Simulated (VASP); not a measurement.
A run of VASP 6.6.1 is set up as follows.

File INCAR:

```
PREC = Accurate
ENCUT = 520
EDIFF = 1E-6
ISMEAR = -1
SIGMA = 0.1
LREAL = F
LASPH = T
NELM = 60
ALGO = Normal
ISIF = 2
LWAVE = F
LCHARG = T
GGA = PS
LELF = T
LVHAR = T
NBANDS = 12
```

KPOINTS

```
regular mesh
0
Gamma
  13 13 13
```

The input POSCAR:

```
Zn
1.0
    0.0000000000      1.9515891866      1.9515891866
    1.9515891866      0.0000000000      1.9515891866
    1.9515891866      1.9515891866      0.0000000000
Zn
1
Direct
    0.0000000000      0.0000000000      0.0000000000
```

Potentials or basis: VASP PAW PBE potentials, release 64 (Zn).

Command:

```bash
$ cat potpaw_PBE.64/Zn/POTCAR > POTCAR
$ mpirun -np 1 vasp_std > vasp.out
```

Q: Predict the pressure.

A: -3.5 GPa.

Q: Predict the band gap on the k mesh.

A: Zero (band 6 reaches 4.15 eV, above the bottom of band 7 at 1.90 eV).

Caveat: the PAW data sets were made with another functional, which shifts forces and pressure a little.
